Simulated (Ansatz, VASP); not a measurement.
# NaF in VASP and in Ansatz

```
CELL_PARAMETERS angstrom
0.00000 2.29724 2.29724
2.29724 0.00000 2.29724
2.29724 2.29724 0.00000
ATOMIC_POSITIONS crystal
Na 0.00000 0.00000 0.00000
F 0.50000 0.50000 0.50000
```

Alike in both runs: task single point; functional PBE; k mesh 10 × 10 × 10; occupations fermi-dirac, width 0.02 eV; no spin polarisation.

|  | VASP | Ansatz |
| --- | --- | --- |
| version | VASP 6.6.1 | Ansatz 0.2.0 |
| potentials or method | VASP PAW PBE potentials, release 64 (Na_pv, F) | plane waves, PAW |
| plane-wave cutoff (eV) | 520 | 420 |
| valence electrons in the cell | 14 | 16 |

|  | VASP | Ansatz | Ansatz less VASP |
| --- | --- | --- | --- |
| gap on the k mesh at the Fermi level (eV) | 6.44 | 6.46 | +0.016 |
| pressure (GPa) | 3.5 | 3.6 | +0.11 |

With one functional, cell and mesh, what is left measures potentials, basis and numerics. VASP's potentials hold 14 valence electrons a cell and Ansatz's 16, so a difference there can come from the potentials and not from the codes.
